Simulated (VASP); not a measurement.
# MgS (F-43m) in VASP: a series of runs

Aim: see how the results for MgS move with the level of theory and the settings. Levels: PBE0, B3LYP, HSE06. Tasks: single point, relaxation of cell and atoms.

Program: VASP 6.6.1. These are calculated values, not measurements. Logs are shortened: lines on timing, memory, paths and dates and some standing lists are left out, and cuts for length are marked.

### 1 The cell of the first run

It takes space group F-43m (No. 216, cubic). Conventional cell: a = 5.777 Å, b = 5.777 Å, c = 5.777 Å, α = 90.00°, β = 90.00°, γ = 90.00°. S (site symmetry -43m) has 4 Mg at 2.50 Å within 3.3 Å. Mg (site symmetry -43m) has 4 S at 2.50 Å within 3.3 Å.

### 2 Single point, PBE0

File POSCAR:

```
MgS
1.0
    0.0000000000      2.8886855272      2.8886855272
    2.8886855272      0.0000000000      2.8886855272
    2.8886855272      2.8886855272      0.0000000000
S Mg
1 1
Direct
    0.2500000000      0.2500000000      0.2500000000
    0.0000000000      0.0000000000      0.0000000000
```

File INCAR.step1:

```
PREC = Accurate
ENCUT = 520
EDIFF = 1E-5
ISMEAR = -1
SIGMA = 0.05
LREAL = F
LASPH = T
NELM = 60
ALGO = Normal
ISIF = 2
LWAVE = T
LCHARG = F
GGA = PE
NBANDS = 11
```

File INCAR.step2:

```
PREC = Accurate
ENCUT = 520
EDIFF = 1E-6
ISMEAR = -1
SIGMA = 0.05
LREAL = F
LASPH = T
NELM = 60
ALGO = Normal
ISIF = 2
LWAVE = F
LCHARG = F
GGA = PE
LHFCALC = T
AEXX = 0.25
PRECFOCK = Normal
ISTART = 1
NBANDS = 11
```

File KPOINTS:

```
regular mesh
0
Gamma
  4 4 4
```

Potentials or basis: VASP PAW PBE potentials, release 64 (S, Mg).

Launch:

```
> cat potpaw_PBE.64/S/POTCAR potpaw_PBE.64/Mg/POTCAR > POTCAR
> cp INCAR.step1 INCAR
> mpirun -np 1 vasp_std > vasp.out
> cp INCAR.step2 INCAR
> mpirun -np 1 vasp_std > vasp.out
```

OUTCAR:

```text
PREC = Accurate
   ENCUT = 520
   EDIFF = 1E-6
   ISMEAR = -1
   LREAL = F
   LASPH = T
   NELM = 60
   ISIF = 2
   GGA = PE
   LHFCALC = T
   AEXX = 0.25
   PRECFOCK = Normal
   ISTART = 1

 ion  position               nearest neighbor table
   1  0.250  0.250  0.250-   2 2.50   2 2.50   2 2.50   2 2.50
   2  0.000  0.000  0.000-   1 2.50   1 2.50   1 2.50   1 2.50

  LATTYP: Found a face centered cubic cell.
 ALAT       =     5.7773710544

  Lattice vectors:

 A1 = (   0.0000000000,   2.8886855272,   2.8886855272)
 A2 = (   2.8886855272,   0.0000000000,   2.8886855272)
 A3 = (   2.8886855272,   2.8886855272,   0.0000000000)

Analysis of symmetry for initial positions (statically):
=====================================================================
 Subroutine PRICEL returns:
 Original cell was already a primitive cell.

 Routine SETGRP: Setting up the symmetry group for a
 face centered cubic supercell.

 Subroutine GETGRP returns: Found 24 space group operations
 (whereof 24 operations were pure point group operations)
 out of a pool of 48 trial point group operations.

The static configuration has the point symmetry T_d .

Analysis of symmetry for dynamics (positions and initial velocities):
=====================================================================
 Subroutine PRICEL returns:
 Original cell was already a primitive cell.

 Routine SETGRP: Setting up the symmetry group for a
 face centered cubic supercell.

 Subroutine GETGRP returns: Found 24 space group operations
 (whereof 24 operations were pure point group operations)
 out of a pool of 48 trial point group operations.

The dynamic configuration has the point symmetry T_d .

 Subroutine INISYM returns: Found 24 space group operations
 (whereof 24 operations are pure point group operations),
 and found     1 'primitive' translations

----------------------------------------------------------------------------------------

                                     Primitive cell

  volume of cell :      48.2093

  direct lattice vectors                    reciprocal lattice vectors
     0.000000000  2.888685527  2.888685527    -0.173089108  0.173089108  0.173089108
     2.888685527  0.000000000  2.888685527     0.173089108 -0.173089108  0.173089108
     2.888685527  2.888685527  0.000000000     0.173089108  0.173089108 -0.173089108

  length of vectors
     4.085218250  4.085218250  4.085218250     0.299799129  0.299799129  0.299799129

  position of ions in fractional coordinates (direct lattice)
     0.250000000  0.250000000  0.250000000
     0.000000000  0.000000000  0.000000000

  ion indices of the primitive-cell ions
   primitive index   ion index
                 1           1
                 2           2

----------------------------------------------------------------------------------------

 KPOINTS: regular mesh

Automatic generation of k-mesh.
 Grid dimensions read from file:
 generate k-points for:    4    4    4

 Generating k-lattice:

  Cartesian coordinates                     Fractional coordinates (reciprocal lattice)
    -0.043272277  0.043272277  0.043272277     0.250000000  0.000000000  0.000000000
     0.043272277 -0.043272277  0.043272277     0.000000000  0.250000000  0.000000000
     0.043272277  0.043272277 -0.043272277     0.000000000  0.000000000  0.250000000

  Length of vectors
     0.074949782  0.074949782  0.074949782

  Shift w.r.t. Gamma in fractional coordinates (k-lattice)
     0.000000000  0.000000000  0.000000000

 Subroutine IBZKPT returns following result:
 ===========================================

 Found      8 irreducible k-points:

 Following reciprocal coordinates:
            Coordinates               Weight
  0.000000  0.000000  0.000000      1.000000
  0.250000  0.000000  0.000000      8.000000
  0.500000  0.000000  0.000000      4.000000
  0.250000  0.250000  0.000000      6.000000
  0.500000  0.250000  0.000000     24.000000
 -0.250000  0.250000  0.000000     12.000000
  0.500000  0.500000  0.000000      3.000000
 -0.250000  0.500000  0.250000      6.000000
   k-points           NKPTS =      8   k-points in BZ     NKDIM =     64   number of bands    NBANDS=     11
   number of dos      NEDOS =    301   number of ions     NIONS =      2
   total plane-waves  NPLWV =  27000
   dimension x,y,z NGX =    30 NGY =   30 NGZ =   30
   dimension x,y,z NGXF=    60 NGYF=   60 NGZF=   60
   ions per type =               1   1
   NGX,Y,Z   is equivalent  to a cutoff of  12.21, 12.21, 12.21 a.u.
   NGXF,Y,Z  is equivalent  to a cutoff of  24.42, 24.42, 24.42 a.u.
 SYSTEM =  unknown system
   PREC   = accura    normal or accurate (medium, high low for compatibility)
   ISTART =      1    job   : 0-new  1-cont  2-samecut
   ICHARG =      0    charge: 1-file 2-atom 10-const
   ISPIN  =      1    spin polarized calculation?
   LNONCOLLINEAR =      F non collinear calculations
   LSORBIT =      F    spin-orbit coupling
   LASPH  =      T    aspherical Exc in radial PAW
   ENCUT  =  520.0 eV  38.22 Ry    6.18 a.u.   7.60  7.60  7.60*2*pi/ulx,y,z
   NELM   =     60;   NELMIN=  2; NELMDL=  0     # of ELM steps
   EDIFF  = 0.1E-05   stopping-criterion for ELM
   LREAL  =      F    real-space projection
   EDIFFG = 0.1E-04   stopping-criterion for IOM
   NSW    =      0    number of steps for IOM
   IBRION =     -1    ionic relax: 0-MD 1-quasi-New 2-CG
   NFREE  =      0    steps in history (QN), initial steepest desc. (CG)
   ISIF   =      2    stress and relaxation
   ISYM   =      3    0-nonsym 1-usesym 2-fastsym
   POTIM  = 0.5000    time-step for ionic-motion
   TEBEG  =    0.0;   TEEND  =   0.0 temperature during run
   PSTRESS=    0.0 pullay stress
   NELECT =       8.0000    total number of electrons
   NUPDOWN=      -1.0000    fix difference up-down
   EMIN   =  10.00;   EMAX   =-10.00  energy-range for DOS
   EFERMI =   0.00;   METHOD = LEGACY
   ISMEAR =    -1;   SIGMA  =   0.05  broadening in eV -4-tet -1-fermi 0-gaus
   EFERMI_NEDOS =   21; number of points for ismear=-14 and -15
   IALGO  =     38    algorithm
   IMIX   =      1    mixing-type and parameters
     AMIX     =   0.40;   BMIX     =  1.00
     AMIX_MAG =   1.60;   BMIX_MAG =  1.00
  volume/ion in A,a.u.               =      24.10       162.67
  Fermi-wavevector in a.u.,A,eV,Ry     =   0.899624  1.700044 11.011523  0.809324
  Thomas-Fermi vector in A             =   2.022481
   LORBIT       =      0    0 simple, 1 ext, 2 COOP (PROOUT), +10 PAW based schemes
   GGA     = PE    functional components
   LHFCALC =     T    Hartree Fock is set to
   PRECFOCK=normal    Normal, Fast or Accurate (Low or Medium for compatibility)
   ENCUT4O =  -1.0   cutoff for four orbital integrals eV
   NKREDX  =     1    reduce k-point grid by
   NKREDY  =     1    reduce k-point grid by
   NKREDZ  =     1    reduce k-point grid by
   AEXX    =    0.2500 exact exchange contribution
   HFSCREEN=    0.0000 screening length (either q_TF or 0.3 A-1)
   HFSCREENC=   0.0000 screening length for correlation (either q_TF or 0.3 A-1)
   ENCUTFOCK=  -1.0 apply spherical cutoff to Coloumb kernel
   IVDW    =     0    specifies the selected vdW correction
   LEPSILON=     F    determine dielectric tensor
   LRPA    =     F    only Hartree local field effects (RPA)
 non-spin polarized calculation
  energy-cutoff  :      520.00
  volume of cell :       48.21
 maximum number of plane-waves:      1316
  NGX = 24; NGY = 24; NGZ = 24

 number of electron       7.9999999 magnetization

 Free energy of the ion-electron system (eV)
  ---------------------------------------------------
  ext. energy  EPLUGINS =         0.00000000
  ---------------------------------------------------
  free energy    TOTEN  =       -10.37578666 eV

  energy without entropy =      -10.37578666  energy(sigma->0) =      -10.37578666

 E-fermi :   0.6873     XC(G=0):  -6.4608

 val. band max:       -0.4194547604   @ k =   0.0000   0.0000   0.0000
 cond. band min:       4.5042839176   @ k =   0.0000   0.0000   0.0000
 fundamental gap:      4.9237386780
 Fermi energy:         0.6872996800

 k-point     1 :       0.0000    0.0000    0.0000
  band No.  band energies     occupation
      1     -12.6717      2.00000
      2      -0.4195      2.00000
      3      -0.4195      2.00000
      4      -0.4195      2.00000
      5       4.5043      0.00000
      6       9.3620      0.00000
      7       9.3620      0.00000
      8       9.3620      0.00000
      9      12.4131      0.00000
     10      12.4131      0.00000
     11      14.8504      0.00000

 k-point     2 :       0.2500    0.0000    0.0000
  band No.  band energies     occupation
      1     -12.3652      2.00000
      2      -2.3009      2.00000
      3      -0.5991      2.00000
      4      -0.5991      2.00000
      5       6.0901      0.00000
      6       9.0955      0.00000
      7       9.5881      0.00000
      8       9.5881      0.00000
      9      11.9409      0.00000
     10      11.9409      0.00000
     11      13.5023      0.00000

 k-point     3 :       0.5000    0.0000    0.0000
  band No.  band energies     occupation
      1     -12.0109      2.00000
      2      -3.6326      2.00000
      3      -0.7617      2.00000
      4      -0.7617      2.00000
      5       6.3193      0.00000
      6       9.0686      0.00000
      7       9.0686      0.00000
      8       9.8566      0.00000
      9      14.0831      0.00000
     10      14.8056      0.00000
     11      14.8056      0.00000

 k-point     4 :       0.2500    0.2500    0.0000
  band No.  band energies     occupation
      1     -12.2645      2.00000
      2      -2.1965      2.00000
      3      -0.9984      2.00000
      4      -0.9984      2.00000
      5       6.3567      0.00000
      6       7.8495      0.00000
      7       9.7597      0.00000
      8      10.8925      0.00000
      9      10.8925      0.00000
     10      13.4658      0.00000
     11      16.8617      0.00000

 k-point     5 :       0.5000    0.2500    0.0000
  band No.  band energies     occupation
      1     -11.9100      2.00000
      2      -3.1371      2.00000
      3      -1.7482      2.00000
      4      -1.1501      2.00000
      5       6.5241      0.00000
      6       8.2817      0.00000
      7       9.8205      0.00000
      8      10.7408      0.00000
      9      12.9479      0.00000
     10      14.9500      0.00000
     11      16.0206      0.00000

 k-point     6 :      -0.2500    0.2500    0.0000
  band No.  band energies     occupation
      1     -12.0270      2.00000
      2      -2.9002      2.00000
      3      -1.8281      2.00000
      4      -0.7777      2.00000
      5       7.6781      0.00000
      6       8.0586      0.00000
      7       9.2975      0.00000
      8      10.1558      0.00000
      9      11.5151      0.00000
     10      14.6067      0.00000
     11      15.7386      0.00000

 k-point     7 :       0.5000    0.5000    0.0000
  band No.  band energies     occupation
      1     -11.7980      2.00000
      2      -3.3208      2.00000
      3      -1.4834      2.00000
      4      -1.4834      2.00000
      5       5.1980      0.00000
      6       6.9837      0.00000
      7      12.3813      0.00000
      8      13.5923      0.00000
      9      13.5923      0.00000
     10      15.5455      0.00000
     11      15.5467      0.00000

 k-point     8 :      -0.2500    0.5000    0.2500
  band No.  band energies     occupation
      1     -11.7902      2.00000
      2      -2.7992      2.00000
      3      -2.2661      2.00000
      4      -1.7419      2.00000
      5       6.8435      0.00000
      6       9.1961      0.00000
      7       9.5967      0.00000
      8       9.8768      0.00000
      9      13.9358      0.00000
     10      15.1423      0.00000
     11      15.4986      0.00000

------------------------ aborting loop because EDIFF is reached ----------------------------------------

  FORCE on cell =-STRESS in cart. coord.  units (eV):
  Direction    XX          YY          ZZ          XY          YZ          ZX
  --------------------------------------------------------------------------------------
  -------------------------------------------------------------------------------------
  Total       -1.0200109     -1.0200109     -1.0200109      0.0000000      0.0000000      0.0000000
  in kB      -33.8988228    -33.8988228    -33.8988228      0.0000000      0.0000000      0.0000000
  external PRESSURE =     -33.8988228 kB  Pullay stress =       0.0000000 kB

 VOLUME and BASIS-vectors are now :
 -----------------------------------------------------------------------------
  energy-cutoff  :      520.00
  volume of cell :       48.21
      direct lattice vectors                 reciprocal lattice vectors
     0.000000000  2.888685527  2.888685527    -0.173089108  0.173089108  0.173089108
     2.888685527  0.000000000  2.888685527     0.173089108 -0.173089108  0.173089108
     2.888685527  2.888685527  0.000000000     0.173089108  0.173089108 -0.173089108

 POSITION                                       TOTAL-FORCE (eV/Angst)
 -----------------------------------------------------------------------------------
      1.44434      1.44434      1.44434         0.000000      0.000000      0.000000
      0.00000      0.00000      0.00000        -0.000000     -0.000000     -0.000000
 -----------------------------------------------------------------------------------
    total drift:                                0.000000     -0.000000     -0.000000

  FREE ENERGIE OF THE ION-ELECTRON SYSTEM (eV)
  ---------------------------------------------------
  free  energy   TOTEN  =       -10.3757866562 eV

  energy  without entropy=      -10.3757866562  energy(sigma->0) =      -10.37578666
```

Run time: 67 s. Hardware: 1 thread of Intel Xeon Platinum 8488C (Sapphire Rapids), shared host; peak memory 0.17 GiB.

What came out:

```yaml
Free_energy: -10.3758 eV
Pressure: -3.4 GPa
Band_gap_on_the_k_mesh: 4.92 eV, direct
```

Levels at points of the mesh, in eV from the valence-band top:
```tsv
k point	band 2	band 3	band 4	band 5	band 6	band 7
(0.00, 0.00, 0.00)	0.00	0.00	0.00	4.92	9.78	9.78
(0.50, 0.00, 0.00)	-3.21	-0.34	-0.34	6.74	9.49	9.49
(0.50, 0.50, 0.00)	-2.90	-1.06	-1.06	5.62	7.40	12.80
```

Caveat: the k points lie up to 0.47 Å⁻¹ apart; the PAW data sets were made with another functional, which shifts forces and pressure a little.

### 3 Single point, B3LYP

This run uses another cell than the first one, of 22.74 Å³/atom, 0.943 times its volume.

File POSCAR:

```
MgS
1.0
    0.0000000000      2.8331200468      2.8331200468
    2.8331200468      0.0000000000      2.8331200468
    2.8331200468      2.8331200468      0.0000000000
S Mg
1 1
Direct
    0.2500000000      0.2500000000      0.2500000000
    0.0000000000      0.0000000000      0.0000000000
```

File INCAR.step1:

```
PREC     = Accurate       # precision mode
ENCUT    = 520            # plane-wave cutoff, eV
EDIFF    = 1E-5           # SCF threshold, eV
ISMEAR   = -1             # smearing method
SIGMA    = 0.05           # smearing width, eV
LREAL    = F              # projectors in reciprocal space
LASPH    = T              # aspherical terms in the spheres
NELM     = 60             # most SCF steps
ALGO     = Normal         # electronic algorithm
ISIF     = 2              # what is computed and relaxed
LWAVE    = T              # write WAVECAR
NBANDS   = 11             # bands
GGA      = PE             # functional
```

File INCAR.step2:

```
PREC     = Accurate       # precision mode
ENCUT    = 520            # plane-wave cutoff, eV
EDIFF    = 1E-6           # SCF threshold, eV
ISMEAR   = -1             # smearing method
SIGMA    = 0.05           # smearing width, eV
LREAL    = F              # projectors in reciprocal space
LASPH    = T              # aspherical terms in the spheres
NELM     = 60             # most SCF steps
ALGO     = Normal         # electronic algorithm
ISIF     = 2              # what is computed and relaxed
LWAVE    = F              # write WAVECAR
LCHARG   = T              # write CHGCAR
GGA      = B3             # functional
LHFCALC  = T              # exact exchange
AEXX     = 0.2            # exact-exchange fraction
AGGAX    = 0.72         
AGGAC    = 0.81         
ALDAC    = 0.19         
PRECFOCK = Normal       
LELF     = T              # ELF
LVHAR    = T            
NBANDS   = 11             # bands
ISTART   = 1
```

File KPOINTS:

```
Automatic mesh
0
Gamma
  4 4 4
```

Potentials or basis: VASP PAW PBE potentials, release 64 (S, Mg).

Launch:

```
> cat potpaw_PBE.64/S/POTCAR potpaw_PBE.64/Mg/POTCAR > POTCAR
> cp INCAR.step1 INCAR
> mpirun -np 1 vasp_std > vasp.out
> cp INCAR.step2 INCAR
> mpirun -np 1 vasp_std > vasp.out
```

OUTCAR:

```text
PREC = Accurate
   ENCUT = 520
   EDIFF = 1E-6
   ISMEAR = -1
   LREAL = F
   LASPH = T
   NELM = 60
   ISIF = 2
   GGA = B3
   LHFCALC = T
   AEXX = 0.2
   PRECFOCK = Normal
   ISTART = 1

 ion  position               nearest neighbor table
   1  0.250  0.250  0.250-   2 2.45   2 2.45   2 2.45   2 2.45
   2  0.000  0.000  0.000-   1 2.45   1 2.45   1 2.45   1 2.45

  LATTYP: Found a face centered cubic cell.
 ALAT       =     5.6662400936

[... 288 lines left out ...]
     11      16.1038      0.00000

------------------------ aborting loop because EDIFF is reached ----------------------------------------

  FORCE on cell =-STRESS in cart. coord.  units (eV):
  Direction    XX          YY          ZZ          XY          YZ          ZX
  --------------------------------------------------------------------------------------
  -------------------------------------------------------------------------------------
  Total        0.2856353      0.2856353      0.2856353     -0.0000000      0.0000000      0.0000000
  in kB       10.0623049     10.0623049     10.0623049     -0.0000000      0.0000000      0.0000000
  external PRESSURE =      10.0623049 kB  Pullay stress =       0.0000000 kB

 VOLUME and BASIS-vectors are now :
 -----------------------------------------------------------------------------
  energy-cutoff  :      520.00
  volume of cell :       45.48
      direct lattice vectors                 reciprocal lattice vectors
     0.000000000  2.833120047  2.833120047    -0.176483874  0.176483874  0.176483874
     2.833120047  0.000000000  2.833120047     0.176483874 -0.176483874  0.176483874
     2.833120047  2.833120047  0.000000000     0.176483874  0.176483874 -0.176483874

 POSITION                                       TOTAL-FORCE (eV/Angst)
 -----------------------------------------------------------------------------------
      1.41656      1.41656      1.41656        -0.000000     -0.000000     -0.000000
      0.00000      0.00000      0.00000         0.000000      0.000000      0.000000
 -----------------------------------------------------------------------------------
    total drift:                                0.000001      0.000002      0.000001

  FREE ENERGIE OF THE ION-ELECTRON SYSTEM (eV)
  ---------------------------------------------------
  free  energy   TOTEN  =        -9.3915039323 eV

  energy  without entropy=       -9.3915039322  energy(sigma->0) =       -9.39150393
```

Run time: 64 s. Hardware: 1 thread of Intel Xeon Platinum 8488C (Sapphire Rapids), shared host; peak memory 0.17 GiB.

What came out:

| Quantity | Value |
| --- | --- |
| Free energy | -9.3915 eV |
| Pressure | 1.0 GPa |
| Band gap on the k mesh | 5.01 eV, direct |

Caveat: the k points lie up to 0.48 Å⁻¹ apart; the PAW data sets were made with another functional, which shifts forces and pressure a little. A k mesh can miss the band edges.

(Part 1 of 2 ends here.)
